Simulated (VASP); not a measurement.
Crystal: HfO2.

```
Hf O
1.0
     5.21946    0.00000    0.00000
     0.00000    5.00476    0.00000
     0.00000    0.00000    5.03269
Hf O
4 8
Direct
  0.03301 0.26748 0.24144
  0.46699 0.26748 0.74144
  0.53301 0.73252 0.24144
  0.96699 0.73252 0.74144
  0.36787 0.07135 0.37927
  0.13213 0.07135 0.87927
  0.73395 0.46012 0.49229
  0.76605 0.46012 0.99229
  0.26605 0.53988 0.99229
  0.23395 0.53988 0.49229
  0.86787 0.92865 0.37927
  0.63213 0.92865 0.87927
```

| Item | Value |
| --- | --- |
| Program | VASP 6.6.1 |
| Task | relaxation of cell and atoms |
| Functional | PBE |
| Potentials or basis | VASP PAW PBE potentials, release 64 (Hf_pv, O) |
| Cutoff | 600 eV |
| k mesh | 4 × 4 × 4 |
| Occupations | gaussian, width 0.01 eV |
| Spin | no spin polarisation |

At the start: pressure 6.1 GPa; volume 10.96 Å³/atom.

**Question.** Where does the relaxation end?

**Answer.** Over 21 steps the energy falls by 5.2 meV/atom and the volume is 11.24 Å³/atom (+2.6 %); space group Pca2_1 (No. 29, to 0.1 Å) before and after.

The path:
| step | energy change (eV) | largest force (eV/Å) | pressure (GPa) | volume (Å³) |
| --- | --- | --- | --- | --- |
| 1 | 0.0000 | 0.0681 | 6.08 | 131.46 |
| 2 | 0.0780 | 0.2336 | -8.33 | 139.53 |
| 3 | -0.0575 | 0.0782 | -0.05 | 134.57 |
| 4 | -0.0575 | 0.0762 | 0.07 | 134.51 |
| 5 | -0.0583 | 0.0551 | 0.06 | 134.57 |
| 6 | -0.0583 | 0.0488 | 0.07 | 134.57 |
| 7 | -0.0590 | 0.0324 | -0.07 | 134.68 |
| 8 | -0.0595 | 0.0433 | -0.27 | 134.86 |
| 9 | -0.0599 | 0.0460 | -0.06 | 134.78 |
| 10 | -0.0602 | 0.0520 | 0.28 | 134.64 |
| 11 | -0.0607 | 0.0387 | 0.19 | 134.72 |
| 12 | -0.0611 | 0.0320 | 0.01 | 134.88 |
| 13 | -0.0614 | 0.0225 | -0.05 | 134.92 |
| 14 | -0.0615 | 0.0261 | -0.17 | 134.99 |
| 15 | -0.0617 | 0.0130 | 0.02 | 134.90 |
| 16 | -0.0617 | 0.0132 | 0.04 | 134.88 |
| 17 | -0.0617 | 0.0094 | 0.03 | 134.89 |
| 18 | -0.0618 | 0.0130 | 0.00 | 134.91 |
| 19 | -0.0618 | 0.0046 | -0.01 | 134.91 |
| 20 | -0.0618 | 0.0062 | -0.02 | 134.91 |
| 21 | -0.0618 | 0.0025 | 0.01 | 134.90 |

Final structure:
```
CELL_PARAMETERS angstrom
5.26575 0.00000 0.00000
0.00000 5.04652 0.00000
0.00000 0.00000 5.07641
ATOMIC_POSITIONS crystal
Hf 0.03302 0.26666 0.24014
Hf 0.46698 0.26666 0.74014
Hf 0.53302 0.73334 0.24014
Hf 0.96698 0.73334 0.74014
O 0.36565 0.06830 0.38253
O 0.13435 0.06830 0.88253
O 0.73047 0.46226 0.49033
O 0.76953 0.46226 0.99033
O 0.26953 0.53774 0.99033
O 0.23047 0.53774 0.49033
O 0.86565 0.93170 0.38253
O 0.63435 0.93170 0.88253
```
